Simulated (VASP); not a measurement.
Crystal: Mg3Sb2.

```
Mg Sb
1.0
     4.56967    0.00000    0.00000
    -2.28483    3.95745    0.00000
     0.00000    0.00000    7.24000
Mg Sb
3 2
Direct
  0.33333 0.66667 0.63366
  0.66667 0.33333 0.36634
  0.00000 0.00000 0.00000
  0.33333 0.66667 0.22875
  0.66667 0.33333 0.77125
```

Base run:

```yaml
Program: VASP 6.6.1
Functional: r2SCAN
Potentials_or_basis: VASP PAW PBE potentials, release 64 (Mg, Sb)
Cutoff: 660 eV
k_mesh: 6 × 6 × 4
Occupations: gaussian, width 0.01 eV
Spin: no spin polarisation
```

Its results: band gap on the k mesh 0.56 eV (least direct gap 1.75 eV); pressure 0.0 GPa; largest force 0.016 eV/Å.

Question: The run is repeated on the same cell with these changes: functional from r2SCAN to PBE; cutoff from 660 eV to 600 eV; k mesh from 6 × 6 × 4 to 6 × 6 × 2. What comes out?

Answer: Band gap on the k mesh 0.24 eV (least direct gap 1.11 eV); pressure 0.9 GPa; largest force 0.185 eV/Å.

Several settings changed at once.

Caveats: some runs use coarse meshes; spin-orbit coupling is left out, which moves the levels of the heavy elements; the PAW data sets were made with another functional, which shifts forces and pressure a little (at least some runs).

A k mesh can miss the band edges.
